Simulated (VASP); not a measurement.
Input of a VASP 6.6.1 run:

The input INCAR:

```
SYSTEM = AgI
ALGO = Normal ; EDIFF = 1E-6
ENCUT = 500 ; GGA = PE
GGA_COMPAT = .False. ; ISIF = 2
ISMEAR = 0 ; LASPH = .True.
LCHARG = .True. ; LELF = .True.
LREAL = .False. ; LVHAR = .True.
LWAVE = .False. ; NBANDS = 16
NELM = 120 ; PREC = Accurate
SIGMA = 0.01
```

File KPOINTS:

```
k-points
0
Gamma
  6 6 6
  0 0 0
```

POSCAR

```
AgI
1.0
    0.0000000000      3.3158715853      3.3158715853
    3.3158715853      0.0000000000      3.3158715853
    3.3158715853      3.3158715853      0.0000000000
Ag I
1 1
Direct
    0.0000000000      0.0000000000      0.0000000000
    0.2500000000      0.2500000000      0.2500000000
```

Potentials or basis: VASP PAW PBE potentials, release 64 (Ag, I).

Command:

```console
$ cat potpaw_PBE.64/Ag/POTCAR potpaw_PBE.64/I/POTCAR > POTCAR
$ mpirun -np 1 vasp_std > vasp.out
```

Problem. Estimate the pressure.

Solution. -0.1 GPa.

Problem. Predict the band gap on the k mesh.

Solution. 1.34 eV, direct.

Caveat: spin-orbit coupling is left out, which moves the levels of the heavy elements. Expect the measured gap to be larger: semilocal functionals such as PBE lack the derivative discontinuity.
